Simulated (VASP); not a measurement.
## AlAs: electric field gradients with PBEsol

The system is AlAs.

```
Al As
1.0
     0.00000    2.80210    2.83040
     2.80210    0.00000    2.83040
     2.80210    2.80210    0.00000
Al As
1 1
Direct
  0.00000 0.00000 0.00000
  0.75000 0.75000 0.75000
```

This cell differs from its parent crystal: equal xx and yy strain of -1 %.

```
Program                : VASP 6.6.1
Task                   : electric field gradients
Functional             : PBEsol
Potentials or basis    : VASP PAW PBE potentials, release 64 (Al, As)
Cutoff                 : 400 eV
k mesh                 : 11 × 11 × 11
Occupations            : fermi-dirac, width 0.05 eV
Spin                   : no spin polarisation
Dipole correction      : no
Further INCAR settings : ALGO = Normal; EDIFF = 1e-08; NBANDS = 11
```

```yaml
Pressure: 2.4 GPa
Band_gap_on_the_k_mesh: 1.30 eV (least direct gap 2.12 eV)
Largest_electric_field_gradient_by_atom: Al -0.7; As +2.5 V/Å²
```

Stress tensor (GPa, compression positive):
```
2.57 0.00 0.00
0.00 2.57 0.00
0.00 0.00 2.03
```

Levels at points of the mesh, in eV from the valence-band top:
```tsv
k point	band 1	band 2	band 3	band 4	band 5	band 6	band 7	band 8	band 9
(0.00, 0.00, 0.00)	-12.02	-0.05	0.00	0.00	2.12	4.28	4.28	4.29	8.81
```

Electric field gradients, principal values (V/Å²):
```
atom   least  middle  greatest (by size)
1 Al   0.367   0.367              -0.734
2 As  -1.268  -1.268               2.536
```

Wall time 86 s on 1 thread of Intel Xeon 8259CL (shared host), peak memory 0.18 GiB.

Caveat: the cell differs from its parent crystal (equal xx and yy strain of -1 %); without QUAD_EFG the Cq values of the log hold for a quadrupole moment of 1 mb, not for the nuclei; the PAW data sets were made with another functional, which shifts forces and pressure a little; an odd mesh through Γ misses points on the zone boundary, where band edges can lie.
